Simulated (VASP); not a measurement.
# Ti (P6/mmm) in VASP: notebook

Ti is run at these levels: PBEsol; tasks: single point.

All numbers are computed with VASP 6.6.1; they aren't measurements. Logs are shortened: lines on timing, memory, paths and dates and some standing lists are left out, and cuts for length are marked.

## 1. The cell of the first run

It takes space group P6/mmm (No. 191, hexagonal). Conventional cell: a = 4.741 Å, b = 4.741 Å, c = 2.659 Å, α = 90.00°, β = 90.00°, γ = 120.00°. Within 3.5 Å of Ti (site symmetry 6/mmm) lie 14 Ti at 2.66 to 3.04 Å. Ti (site symmetry -6m2) has 11 Ti at 2.66 to 3.04 Å within 3.5 Å.

This isn't the form of Ti at room conditions, which is hcp.

## 2. Single point, PBEsol (strain +0.050 along x and y, -0.050 along z)

File INCAR:

```
PREC     = Accurate       # precision mode
ENCUT    = 520            # plane-wave cutoff, eV
EDIFF    = 1E-6           # SCF threshold, eV
ISMEAR   = 0              # smearing method
SIGMA    = 0.15           # smearing width, eV
LREAL    = F              # projectors in reciprocal space
LASPH    = T              # aspherical terms in the spheres
NELM     = 80             # most SCF steps
ALGO     = Fast           # electronic algorithm
ISIF     = 2              # what is computed and relaxed
LWAVE    = F              # write WAVECAR
LCHARG   = F              # write CHGCAR
GGA      = PS             # functional
NBANDS   = 25             # bands
```

File KPOINTS:

```
regular mesh
0
Gamma
  12 12 18
```

File POSCAR:

```
Ti
1.0
    4.7410545669      0.0000000000      0.0000000000
   -2.3705272834      4.1058736957      0.0000000000
    0.0000000000      0.0000000000      2.6588539717
Ti
3
Direct
    0.0000000000      0.0000000000      0.0000000000
    0.3333333333      0.6666666667      0.5000000000
    0.6666666667      0.3333333333      0.5000000000
```

Potentials or basis: VASP PAW PBE potentials, release 64 (Ti_sv).

The run is started by

```console
$ cat potpaw_PBE.64/Ti_sv/POTCAR > POTCAR
$ mpirun -np 1 vasp_std > vasp.out
```

OUTCAR:

```text
PREC = Accurate
   ENCUT = 520
   EDIFF = 1E-6
   ISMEAR = 0
   LREAL = F
   LASPH = T
   NELM = 80
   ISIF = 2
   GGA = PS

 ion  position               nearest neighbor table
   1  0.000  0.000  0.000-
   2  0.333  0.667  0.500-   3 2.74   3 2.74   3 2.74
   3  0.667  0.333  0.500-   2 2.74   2 2.74   2 2.74

  LATTYP: Found a hexagonal cell.
 ALAT       =     4.7410545669
 C/A-ratio  =     0.5608148850

  Lattice vectors:

 A1 = (   4.7410545669,   0.0000000000,   0.0000000000)
 A2 = (  -2.3705272834,   4.1058736957,   0.0000000000)
 A3 = (   0.0000000000,   0.0000000000,   2.6588539717)

Analysis of symmetry for initial positions (statically):
=====================================================================
 Subroutine PRICEL returns:
 Original cell was already a primitive cell.

 Routine SETGRP: Setting up the symmetry group for a
 hexagonal supercell.

 Subroutine GETGRP returns: Found 24 space group operations
 (whereof 24 operations were pure point group operations)
 out of a pool of 24 trial point group operations.

The static configuration has the point symmetry D_6h.

Analysis of symmetry for dynamics (positions and initial velocities):
=====================================================================
 Subroutine PRICEL returns:
 Original cell was already a primitive cell.

 Routine SETGRP: Setting up the symmetry group for a
 hexagonal supercell.

 Subroutine GETGRP returns: Found 24 space group operations
 (whereof 24 operations were pure point group operations)
 out of a pool of 24 trial point group operations.

The dynamic configuration has the point symmetry D_6h.

 Subroutine INISYM returns: Found 24 space group operations
 (whereof 24 operations are pure point group operations),
 and found     1 'primitive' translations

----------------------------------------------------------------------------------------

                                     Primitive cell

  volume of cell :      51.7577

  direct lattice vectors                    reciprocal lattice vectors
     4.741054567  0.000000000  0.000000000     0.210923537  0.121776761  0.000000000
    -2.370527283  4.105873696  0.000000000     0.000000000  0.243553522  0.000000000
     0.000000000  0.000000000  2.658853972     0.000000000  0.000000000  0.376101888
[... 82 lines left out ...]
   LSORBIT =      F    spin-orbit coupling
   LASPH  =      T    aspherical Exc in radial PAW
   ENCUT  =  520.0 eV  38.22 Ry    6.18 a.u.   8.82  8.82  4.94*2*pi/ulx,y,z
   NELM   =     80;   NELMIN=  2; NELMDL= -5     # of ELM steps
   EDIFF  = 0.1E-05   stopping-criterion for ELM
   LREAL  =      F    real-space projection
   EDIFFG = 0.1E-04   stopping-criterion for IOM
   NSW    =      0    number of steps for IOM
   IBRION =     -1    ionic relax: 0-MD 1-quasi-New 2-CG
   NFREE  =      0    steps in history (QN), initial steepest desc. (CG)
   ISIF   =      2    stress and relaxation
   ISYM   =      2    0-nonsym 1-usesym 2-fastsym
   POTIM  = 0.5000    time-step for ionic-motion
   TEBEG  =    0.0;   TEEND  =   0.0 temperature during run
   PSTRESS=    0.0 pullay stress
   NELECT =      36.0000    total number of electrons
   NUPDOWN=      -1.0000    fix difference up-down
   EMIN   =  10.00;   EMAX   =-10.00  energy-range for DOS
   EFERMI =   0.00;   METHOD = LEGACY
   ISMEAR =     0;   SIGMA  =   0.15  broadening in eV -4-tet -1-fermi 0-gaus
   EFERMI_NEDOS =   21; number of points for ismear=-14 and -15
   IALGO  =     68    algorithm
   IMIX   =      4    mixing-type and parameters
     AMIX     =   0.40;   BMIX     =  1.00
     AMIX_MAG =   1.60;   BMIX_MAG =  1.00
  volume/ion in A,a.u.               =      17.25       116.43
  Fermi-wavevector in a.u.,A,eV,Ry     =   1.450499  2.741045 28.625927  2.103946
  Thomas-Fermi vector in A             =   2.568104
   LORBIT       =      0    0 simple, 1 ext, 2 COOP (PROOUT), +10 PAW based schemes
   GGA     = PS    functional components
   LHFCALC =     F    Hartree Fock is set to
   AEXX    =    0.0000 exact exchange contribution
   IVDW    =     0    specifies the selected vdW correction
   LEPSILON=     F    determine dielectric tensor
   LRPA    =     F    only Hartree local field effects (RPA)
 non-spin polarized calculation
 RMM-DIIS sequential band-by-band and
 Gauss-broadening in eV      SIGMA  =   0.15
  energy-cutoff  :      520.00
  volume of cell :       51.76
 maximum number of plane-waves:      1438
 NGX is ok and might be reduce to    36
   NGX = 17   NGY = 17   NGZ =  9

 number of electron      36.0000008 magnetization

 Free energy of the ion-electron system (eV)
  ---------------------------------------------------
  ext. energy  EPLUGINS =         0.00000000
  ---------------------------------------------------
  free energy    TOTEN  =       -24.85149829 eV

  energy without entropy =      -24.79800011  energy(sigma->0) =      -24.82474920

 E-fermi :   8.0431     XC(G=0): -11.6630

 val. band max:        8.0422284687   @ k =   0.5000  -0.0000   0.2222
 cond. band min:       8.0510709576   @ k =   0.2500   0.2500   0.0556
 fundamental gap:      0.0088424889
 Fermi energy:         8.0430954139

 k-point     1 :       0.0000    0.0000    0.0000
  band No.  band energies     occupation
      1     -48.4396      2.00000
      2     -48.2513      2.00000
      3     -48.1414      2.00000
      4     -24.8473      2.00000
      5     -24.8473      2.00000
      6     -24.7543      2.00000
[... 661 lines left out ...]
     24      10.3135      0.00000
     25      11.1598      0.00000

 [... further k-points ...]

------------------------ aborting loop because EDIFF is reached ----------------------------------------

  FORCE on cell =-STRESS in cart. coord.  units (eV):
  Direction    XX          YY          ZZ          XY          YZ          ZX
  --------------------------------------------------------------------------------------
  -------------------------------------------------------------------------------------
  Total       -3.0020095     -3.0020095      1.5749186     -0.0000000      0.0000000      0.0000000
  in kB      -92.9282209    -92.9282209     48.7521378     -0.0000000      0.0000000      0.0000000
  external PRESSURE =     -45.7014347 kB  Pullay stress =       0.0000000 kB

 VOLUME and BASIS-vectors are now :
 -----------------------------------------------------------------------------
  energy-cutoff  :      520.00
  volume of cell :       51.76
      direct lattice vectors                 reciprocal lattice vectors
     4.741054567  0.000000000  0.000000000     0.210923537  0.121776761  0.000000000
    -2.370527283  4.105873696  0.000000000     0.000000000  0.243553522  0.000000000
     0.000000000  0.000000000  2.658853972     0.000000000  0.000000000  0.376101888

 POSITION                                       TOTAL-FORCE (eV/Angst)
 -----------------------------------------------------------------------------------
      0.00000      0.00000      0.00000         0.000000      0.000000     -0.000000
     -0.00000      2.73725      1.32943         0.000000      0.000000      0.000000
      2.37053      1.36862      1.32943        -0.000000      0.000000     -0.000000
 -----------------------------------------------------------------------------------
    total drift:                                0.000000      0.000000     -0.000000

  FREE ENERGIE OF THE ION-ELECTRON SYSTEM (eV)
  ---------------------------------------------------
  free  energy   TOTEN  =       -24.8514982917 eV

  energy  without entropy=      -24.7980001089  energy(sigma->0) =      -24.82474920
```

OSZICAR:

```text
N       E                     dE             d eps       ncg     rms          rms(c)
DAV:   1     0.431438240797E+03    0.43144E+03   -0.18645E+04  9500   0.178E+03
DAV:   2     0.203367914187E+02   -0.41110E+03   -0.40430E+03  9607   0.517E+02
DAV:   3    -0.247701464072E+02   -0.45107E+02   -0.43978E+02 17530   0.148E+02
[... 42 lines left out ...]
RMM:  46    -0.248514967209E+02   -0.53116E-06   -0.12288E-05  8821   0.137E-02    0.733E-03
RMM:  47    -0.248514972049E+02   -0.48402E-06   -0.11318E-05  8347   0.135E-02    0.540E-03
RMM:  48    -0.248514976159E+02   -0.41106E-06   -0.10581E-05  8008   0.129E-02    0.407E-03
RMM:  49    -0.248514979851E+02   -0.36918E-06   -0.10027E-05  8536   0.128E-02    0.247E-03
RMM:  50    -0.248514982917E+02   -0.30660E-06   -0.94032E-06  7631   0.118E-02
   1 F= -.24851498E+02 E0= -.24824749E+02  d E =-.534982E-01
```

Run time: 8.8 min. Hardware: 1 thread of AMD EPYC 9R45 (Zen 5), shared host; peak memory 0.28 GiB.

What came out:

```
Free energy            : -24.8515 eV
Pressure               : -4.6 GPa
Band gap on the k mesh : zero (bands 18 and 19 overlap by 0.54 eV)
```

Stress tensor (GPa, compression positive):
```
-9.29  0.00  0.00
 0.00 -9.29  0.00
 0.00  0.00  4.88
```

Caveat: the cell differs from its parent crystal (strain +0.050 along x and y, -0.050 along z); the stress differs along the axes, from -9 to 5 GPa; the PAW data sets were made with another functional, which shifts forces and pressure a little.

## 3. Single point, PBEsol (strain +0.000 along x and y, +0.050 along z)

File INCAR:

```
SYSTEM = Ti
  PREC = Accurate
  ENCUT = 520
  EDIFF = 1E-6
  ISMEAR = 0
  SIGMA = 0.15
  LREAL = .False.
  LASPH = .True.
  NELM = 60
  ALGO = Fast
  ISIF = 2
  LWAVE = .False.
  LCHARG = .True.
  GGA = PS
  LELF = .True.
  LVHAR = .True.
  NBANDS = 25
```

File KPOINTS:

```
Automatic mesh
0
Gamma
  12 12 18
  0 0 0
```

File POSCAR:

```
Ti
1.0
    4.5152900637      0.0000000000      0.0000000000
   -2.2576450318      3.9103559006      0.0000000000
    0.0000000000      0.0000000000      2.9387333371
Ti
3
Direct
    0.0000000000      0.0000000000      0.0000000000
    0.3333333333      0.6666666667      0.5000000000
    0.6666666667      0.3333333333      0.5000000000
```

Potentials or basis: VASP PAW PBE potentials, release 64 (Ti_sv).

The run is started by

```console
$ cat potpaw_PBE.64/Ti_sv/POTCAR > POTCAR
$ mpirun -np 1 vasp_std > vasp.out
```

OUTCAR:

```text
SYSTEM = Ti
   PREC = Accurate
   ENCUT = 520
   EDIFF = 1E-6
   ISMEAR = 0
   LREAL = .False.
   LASPH = .True.
   NELM = 60
   ISIF = 2
   GGA = PS

 ion  position               nearest neighbor table
   1  0.000  0.000  0.000-
   2  0.333  0.667  0.500-   3 2.61   3 2.61   3 2.61
   3  0.667  0.333  0.500-   2 2.61   2 2.61   2 2.61

  LATTYP: Found a hexagonal cell.
 ALAT       =     4.5152900637
 C/A-ratio  =     0.6508404323

  Lattice vectors:

 A1 = (   4.5152900637,   0.0000000000,   0.0000000000)
 A2 = (  -2.2576450318,   3.9103559006,   0.0000000000)
 A3 = (   0.0000000000,   0.0000000000,   2.9387333371)

Analysis of symmetry for initial positions (statically):
=====================================================================
 Subroutine PRICEL returns:
 Original cell was already a primitive cell.

 Routine SETGRP: Setting up the symmetry group for a
 hexagonal supercell.

 Subroutine GETGRP returns: Found 24 space group operations
 (whereof 24 operations were pure point group operations)
 out of a pool of 24 trial point group operations.

The static configuration has the point symmetry D_6h.
[... 162 lines left out ...]

  energy without entropy =      -24.94947065  energy(sigma->0) =      -24.96595136

 E-fermi :   8.1729     XC(G=0): -11.6496

 val. band max:        8.1727915480   @ k =   0.4167   0.0833   0.2222
 cond. band min:       8.1784767330   @ k =   0.4167   0.0833   0.2778
 fundamental gap:      0.0056851851
 Fermi energy:         8.1729062217

 k-point     1 :       0.0000    0.0000    0.0000
  band No.  band energies     occupation
      1     -48.5539      2.00000
      2     -48.2608      2.00000
      3     -48.0659      2.00000
      4     -24.9680      2.00000
      5     -24.9680      2.00000
      6     -24.8527      2.00000
[... 661 lines left out ...]
     24      10.2898      0.00000
     25      10.5990      0.00000

 [... further k-points ...]

------------------------ aborting loop because EDIFF is reached ----------------------------------------

  FORCE on cell =-STRESS in cart. coord.  units (eV):
  Direction    XX          YY          ZZ          XY          YZ          ZX
  --------------------------------------------------------------------------------------
  -------------------------------------------------------------------------------------
  Total       -0.9348237     -0.9348237     -3.6690148     -0.0000000      0.0000000      0.0000000
  in kB      -28.8654409    -28.8654409   -113.2916566     -0.0000000      0.0000000      0.0000000
  external PRESSURE =     -57.0075128 kB  Pullay stress =       0.0000000 kB

 VOLUME and BASIS-vectors are now :
 -----------------------------------------------------------------------------
  energy-cutoff  :      520.00
  volume of cell :       51.89
      direct lattice vectors                 reciprocal lattice vectors
     4.515290064  0.000000000  0.000000000     0.221469714  0.127865599  0.000000000
    -2.257645032  3.910355901  0.000000000     0.000000000  0.255731198  0.000000000
     0.000000000  0.000000000  2.938733337     0.000000000  0.000000000  0.340282661

 POSITION                                       TOTAL-FORCE (eV/Angst)
 -----------------------------------------------------------------------------------
      0.00000      0.00000      0.00000        -0.000000      0.000000      0.000000
     -0.00000      2.60690      1.46937        -0.000000      0.000000     -0.000000
      2.25765      1.30345      1.46937         0.000000     -0.000000      0.000000
 -----------------------------------------------------------------------------------
    total drift:                                0.000000      0.000000     -0.000000

  FREE ENERGIE OF THE ION-ELECTRON SYSTEM (eV)
  ---------------------------------------------------
  free  energy   TOTEN  =       -24.9824320721 eV

  energy  without entropy=      -24.9494706460  energy(sigma->0) =      -24.96595136
```

Run time: 9.5 min. Hardware: 1 thread of AMD EPYC 9R45 (Zen 5), shared host; peak memory 0.28 GiB.

What came out:

| Quantity | Value |
| --- | --- |
| Free energy | -24.9824 eV |
| Pressure | -5.7 GPa |
| Band gap on the k mesh | zero (bands 18 and 19 overlap by 0.45 eV) |

Levels at points of the mesh, in eV from the Fermi level:
```tsv
k point	band 16	band 17	band 18	band 19	band 20	band 21
(0.00, 0.00, 0.00)	-0.66	-0.55	-0.55	0.22	0.92	1.30
(0.50, 0.00, 0.00)	-0.43	-0.29	-0.27	0.14	0.62	0.73
(0.00, 0.00, 0.50)	-2.00	-1.62	-1.62	1.15	1.15	1.20
(0.50, 0.00, 0.50)	-1.16	-0.86	-0.75	0.37	0.70	0.76
```

Caveat: the cell differs from its parent crystal (strain +0.000 along x and y, +0.050 along z); the stress differs along the axes, from -11 to -3 GPa; the PAW data sets were made with another functional, which shifts forces and pressure a little.

## 4. Single point, PBEsol (strain +0.025 along x and y, +0.000 along z)

File INCAR:

```
SYSTEM = Ti
ALGO = Fast
EDIFF = 1E-6
ENCUT = 520
GGA = PS
ISIF = 2
ISMEAR = 0
LASPH = .True.
LCHARG = .True.
LELF = .True.
LREAL = .False.
LVHAR = .True.
LWAVE = .False.
NBANDS = 25
NELM = 60
PREC = Accurate
SIGMA = 0.15
```

File KPOINTS:

```
k-points
0
Gamma
  12 12 18
  0 0 0
```

File POSCAR:

```
Ti
1.0
    4.6281723153      0.0000000000      0.0000000000
   -2.3140861576      4.0081147981      0.0000000000
    0.0000000000      0.0000000000      2.7987936544
Ti
3
Direct
    0.0000000000      0.0000000000      0.0000000000
    0.3333333333      0.6666666667      0.5000000000
    0.6666666667      0.3333333333      0.5000000000
```

The run is started by

```console
$ cat potpaw_PBE.64/Ti_sv/POTCAR > POTCAR
$ mpirun -np 1 vasp_std > vasp.out
```

It took 9.4 min on 1 thread of AMD EPYC 9R45 (Zen 5), shared host; peak memory 0.28 GiB.

Results (log left out):

```yaml
Free_energy: -25.0170 eV
Pressure: -5.5 GPa
Band_gap_on_the_k_mesh: zero (bands 18 and 19 overlap by 0.29 eV)
```

Stress tensor (GPa, compression positive):
```
-6.96  0.00  0.00
 0.00 -6.96  0.00
 0.00  0.00 -2.69
```

Levels at points of the mesh, in eV from the Fermi level:
| k point | band 16 | band 17 | band 18 | band 19 | band 20 | band 21 |
| --- | --- | --- | --- | --- | --- | --- |
| (0.00, 0.00, 0.00) | -0.70 | -0.60 | -0.60 | -0.13 | 0.57 | 1.29 |
| (0.50, 0.00, 0.00) | -0.41 | -0.37 | -0.36 | 0.05 | 0.45 | 1.01 |
| (0.00, 0.00, 0.50) | -1.58 | -1.55 | -1.55 | 0.99 | 0.99 | 1.29 |
| (0.50, 0.00, 0.50) | -1.10 | -0.62 | -0.49 | 0.37 | 0.88 | 0.99 |

Caveat: the cell differs from its parent crystal (strain +0.025 along x and y, +0.000 along z); the cell stands under tension; the PAW data sets were made with another functional, which shifts forces and pressure a little.

## 5. Single point, PBEsol (strain +0.025 along x and y, +0.025 along z)

File INCAR:

```
SYSTEM = Ti
PREC = Accurate
ENCUT = 520
EDIFF = 1E-6
ISMEAR = 0
SIGMA = 0.15
LREAL = .False.
LASPH = .True.
NELM = 60
ALGO = Fast
ISIF = 2
LWAVE = .False.
LCHARG = .False.
GGA = PS
NBANDS = 25
```

File KPOINTS:

```
Automatic mesh
0
Gamma
  12 12 18
  0 0 0
```

POSCAR, as its differences from that of step 4:

```diff
@@ -4,3 +4,3 @@
    -2.3140861576      4.0081147981      0.0000000000
-    0.0000000000      0.0000000000      2.7987936544
+    0.0000000000      0.0000000000      2.8687634958
 Ti
```

The run is started by

```console
$ cat potpaw_PBE.64/Ti_sv/POTCAR > POTCAR
$ mpirun -np 1 vasp_std > vasp.out
```

Run time: 9.4 min. Hardware: 1 thread of AMD EPYC 9R45 (Zen 5), shared host; peak memory 0.28 GiB.

Results (log left out):

```yaml
Free_energy: -24.9732 eV
Pressure: -8.0 GPa
Band_gap_on_the_k_mesh: zero (bands 18 and 19 overlap by 0.28 eV)
```

Stress tensor (GPa, compression positive):
```
-7.90  0.00  0.00
 0.00 -7.90  0.00
 0.00  0.00 -8.22
```

Levels at points of the mesh, in eV from the Fermi level:
| k point | band 14 | band 15 | band 16 | band 17 | band 18 | band 19 | band 20 | band 21 | band 22 | band 23 |
| --- | --- | --- | --- | --- | --- | --- | --- | --- | --- | --- |
| (0.00, 0.00, 0.00) | -1.85 | -0.69 | -0.69 | -0.58 | -0.58 | -0.03 | 0.67 | 1.25 | 1.25 | 1.75 |
| (0.50, 0.00, 0.00) | -3.55 | -2.53 | -0.37 | -0.35 | -0.32 | 0.08 | 0.53 | 1.00 | 1.03 | 1.84 |
| (0.00, 0.00, 0.50) | -1.96 | -1.96 | -1.74 | -1.52 | -1.52 | 1.04 | 1.04 | 1.19 | 1.19 | 2.83 |
| (0.50, 0.00, 0.50) | -2.05 | -1.59 | -1.08 | -0.66 | -0.60 | 0.37 | 0.79 | 0.83 | 0.99 | 2.14 |

Caveat: the cell differs from its parent crystal (strain +0.025 along x and y, +0.025 along z); the cell stands under tension; the PAW data sets were made with another functional, which shifts forces and pressure a little.

## 6. The runs side by side

```csv
cell,gap on the mesh (eV),pressure (GPa)
"a = 4.741, b = 4.741, c = 2.659 Å, angles 90.0, 90.0, 120.0°, 3 atoms",none,-4.6
"a = 4.515, b = 4.515, c = 2.939 Å, angles 90.0, 90.0, 120.0°, 3 atoms",none,-5.7
"a = 4.628, b = 4.628, c = 2.799 Å, angles 90.0, 90.0, 120.0°, 3 atoms",none,-5.5
"a = 4.628, b = 4.628, c = 2.869 Å, angles 90.0, 90.0, 120.0°, 3 atoms",none,-8.0
```

Alike in all rows: task single point; level PBEsol; potentials or basis VASP PAW PBE potentials, release 64 (Ti_sv); no spin polarisation; k mesh 12 × 12 × 18; cutoff (eV) 520; smearing gaussian 0.15 eV.

Caveats: the PAW data sets were made with another functional, which shifts forces and pressure a little; the cell stands under tension (at least some runs); the stress differs along the axes, from -9 to 5 GPa (at least some runs); the stress differs along the axes, from -11 to -3 GPa (at least some runs).

Absolute energies hang on the potentials; compare differences alone.
